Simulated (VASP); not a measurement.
Here is a VASP 6.6.1 calculation.

Contents of INCAR:

```
PREC = Accurate
ENCUT = 520
EDIFF = 1E-7
ISMEAR = 0
SIGMA = 0.05
LREAL = False
LASPH = True
NELM = 60
ALGO = Normal
ISIF = 2
LWAVE = False
LCHARG = True
GGA = PS
LELF = True
LVHAR = True
NBANDS = 31
```

The input KPOINTS:

```
Automatic mesh
0
Gamma
  6 6 6
```

The input POSCAR:

```
HfO2
1.0
    0.0000000000     -2.5220673945     -2.5220673945
    0.0000000000      2.5220673945     -2.5220673945
    5.0441347890      0.0000000000      0.0000000000
Hf O
2 4
Direct
    0.0095953027     -0.0095953027      0.0000000000
    0.4904046973      0.5095953027      0.5000000000
   -0.0003817119      0.4996182881      0.7179627911
    0.5003817119      0.0003817119      0.2820372089
   -0.0003817119      0.4996182881      0.2179627911
    0.5003817119      0.0003817119      0.7820372089
```

Potentials or basis: VASP PAW PBE potentials, release 64 (Hf_pv, O).

Run with:

```bash
$ cat potpaw_PBE.64/Hf_pv/POTCAR potpaw_PBE.64/O/POTCAR > POTCAR
$ mpirun -np 1 vasp_std > vasp.out
```

(1) Predict the band gap on the k mesh.

(2) Estimate the pressure.

(3) What does it give for the largest force?

Answers

(1) 4.30 eV (least direct gap 4.38 eV).

(2) -0.9 GPa.

(3) 0.413 eV/Å.

Caveat: the cell differs from its parent crystal (atoms displaced along a vibrational mode); the PAW data sets were made with another functional, which shifts forces and pressure a little; spin-orbit coupling is left out, which moves the levels of the heavy elements.
